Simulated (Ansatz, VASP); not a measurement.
# BaO in VASP and in Ansatz

File INCAR:

```
SYSTEM = BaO
PREC     = Accurate       ! precision mode
ENCUT    = 600            ! plane-wave cutoff, eV
EDIFF    = 1E-7           ! SCF threshold, eV
ISMEAR   = 0              ! smearing method
SIGMA    = 0.01           ! smearing width, eV
LREAL    = .False.        ! projectors in reciprocal space
LASPH    = .True.         ! aspherical terms in the spheres
NELM     = 120            ! most SCF steps
ALGO     = Normal         ! electronic algorithm
ISIF     = 3              ! what is computed and relaxed
LWAVE    = .False.        ! write WAVECAR
LCHARG   = .False.        ! write CHGCAR
GGA      = PS             ! functional
IBRION   = 2              ! ionic algorithm
NSW      = 100            ! ionic steps
EDIFFG   = -0.002         ! ionic threshold
GGA_COMPAT= .False.      
NELMIN   = 4
```

KPOINTS

```
regular mesh
0
Gamma
  8 8 8
  0 0 0
```

The input POSCAR:

```
BaO
1.0
    0.0000000000      2.7500000000      2.7500000000
    2.7500000000      0.0000000000      2.7500000000
    2.7500000000      2.7500000000      0.0000000000
Ba O
1 1
Direct
    0.0000000000      0.0000000000      0.0000000000
    0.5000000000      0.5000000000      0.5000000000
```

Input for Ansatz:

```yaml
crystal:
  lattice:
    - [0.0, 2.75, 2.75]
    - [2.75, 0.0, 2.75]
    - [2.75, 2.75, 0.0]
  atoms:
    - { symbol: Ba, position: [0.0, 0.0, 0.0] }
    - { symbol: O, position: [0.5, 0.5, 0.5] }
kpoints:
  mp_grid: { grid: [8, 8, 8] }
scf:
  occupations: { method: fixed }
hamiltonian:
  xc: pbesol
  pseudopotentials: { kind: paw }
relax:
  f_tol: 0.002
  max_steps: 80
  cell: {}
output:
  forces: true
  stress: true
```

Alike in both runs: task relaxation of cell and atoms; functional PBEsol; k mesh 8 × 8 × 8; no spin polarisation.

|  | VASP | Ansatz |
| --- | --- | --- |
| version | VASP 6.6.1 | Ansatz 0.2.0 |
| potentials or method | VASP PAW PBE potentials, release 64 (Ba_sv, O) | PAW with Ansatz's default frozen-core files, scalar-relativistic |
| plane-wave cutoff (eV) | 600 | 420 |
| occupations | gaussian, width 0.01 eV | fixed |
| valence electrons in the cell | 16 | 16 |

|  | VASP | Ansatz | Ansatz less VASP |
| --- | --- | --- | --- |
| relaxed volume (Å³/atom) | 21.16 | 20.69 | -0.475 |
| relaxed cell length with the largest relative difference (Å) | 3.912 | 3.882 | -0.0295 |

VASP's potentials were made for PBE, not for PBEsol.

Spin-orbit coupling is off throughout.
